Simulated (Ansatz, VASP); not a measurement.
**Two plane-wave programs on InP**

File INCAR:

```
ALGO = Normal
EDIFF = 1E-6
ENCUT = 500
GGA = CA
GGA_COMPAT = False
ISIF = 2
ISMEAR = 0
LASPH = True
LCHARG = True
LELF = True
LREAL = False
LVHAR = True
LWAVE = False
NBANDS = 16
NELM = 120
PREC = Accurate
SIGMA = 0.05
```

Contents of KPOINTS:

```
k-points
0
Gamma
  8 8 8
```

The input POSCAR:

```
InP
1.0
    0.0000000000      2.6890283217      2.6890283217
    2.6890283217      0.0000000000      2.6890283217
    2.6890283217      2.6890283217      0.0000000000
In P
1 1
Direct
    0.0000000000      0.0000000000      0.0000000000
    0.5000000000      0.5000000000      0.5000000000
```

Input for Ansatz:

```yaml
crystal:
  lattice:
    - [0.0, 2.6890283217, 2.6890283217]
    - [2.6890283217, 0.0, 2.6890283217]
    - [2.6890283217, 2.6890283217, 0.0]
  atoms:
    - { symbol: In, position: [0.0, 0.0, 0.0] }
    - { symbol: P, position: [0.5, 0.5, 0.5] }
basis:
  ecutwfc: 420
  ecutrho_ratio: 4
kpoints:
  mp_grid: { grid: [8, 8, 8] }
hamiltonian:
  xc: lda
scf:
  occupations: { method: gaussian, width: 0.05 }
output:
  forces: true
  stress: true
  eigenvalues: true
```

Alike in both runs: task single point; functional LDA; k mesh 8 × 8 × 8; occupations gaussian, width 0.05 eV; no spin polarisation.

|  | VASP | Ansatz |
| --- | --- | --- |
| version | VASP 6.6.1 | Ansatz 0.2.0 |
| potentials or method | VASP PAW LDA potentials, release 64 (In_d, P), cutoff 500 eV | scalar-relativistic, plane waves, PAW |
| valence electrons in the cell | 18 | 18 |

Ansatz gave:

```
gap on the k mesh at the Fermi level (eV) : none
pressure (GPa)                            : 1.9
```

Problem. Which values does VASP return?

Solution. gap on the k mesh at the Fermi level (eV): none; pressure (GPa): 2.0.

LDA's correlation is that of Perdew and Zunger in VASP and of Perdew and Wang (1992) in Ansatz. A gap of «none» marks a metal or a gap that the smearing closes.
